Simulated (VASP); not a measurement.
**ZnO: single point with PBEsol**

Crystal: ZnO.

```
CELL_PARAMETERS angstrom
3.10130 0.00000 0.00000
-1.55065 2.68580 0.00000
0.00000 0.00000 5.41549
ATOMIC_POSITIONS crystal
Zn 0.66667 0.33333 0.51078
Zn 0.33333 0.66667 0.01078
O 0.66667 0.33333 0.86953
O 0.33333 0.66667 0.36953
```

* Program: VASP 6.6.1
* Task: single point
* Functional: PBEsol
* Potentials or basis: VASP PAW PBE potentials, release 64 (Zn, O_h)
* Cutoff: 910 eV
* k mesh: 9 × 9 × 6
* Occupations: gaussian, width 0.02 eV
* Spin: no spin polarisation
* Dipole correction: no
* Further INCAR settings: ALGO = Normal; EDIFF = 1e-06; NBANDS = 26

- Pressure: 6.8 GPa
- Largest force: 0.015 eV/Å
- Band gap on the k mesh: 0.62 eV

Forces in eV/Å, atoms in the order of the input:
```
Zn   0.000  0.000  0.015
Zn   0.000  0.000  0.015
O    0.000  0.000 -0.015
O    0.000  0.000 -0.015
```

Stress tensor (GPa, compression positive):
```
9.78 0.00 0.00
0.00 9.78 0.00
0.00 0.00 0.88
```

Levels at points of the mesh, in eV from the valence-band top:
| k point | band 15 | band 16 | band 17 | band 18 | band 19 | band 20 | band 21 | band 22 |
| --- | --- | --- | --- | --- | --- | --- | --- | --- |
| (0.00, 0.00, 0.00) | -0.85 | -0.24 | 0.00 | 0.00 | 0.62 | 5.66 | 7.59 | 12.79 |
| (0.00, 0.00, 0.50) | -0.42 | -0.42 | -0.42 | -0.42 | 3.36 | 3.36 | 9.75 | 9.75 |

Wall time 99 s on 1 thread of Intel(R) Xeon(R) Platinum 8259CL CPU @ 2.50GHz (Skylake/Cascade Lake), on a shared host, peak memory 0.28 GiB.

Caveat: the cutoff is under 1.25 times the usual one of these potentials, so pressure, stress and relaxed cells hold a basis-set (Pulay) error; the cell stands under pressure; the PAW data sets were made with another functional, which shifts forces and pressure a little.
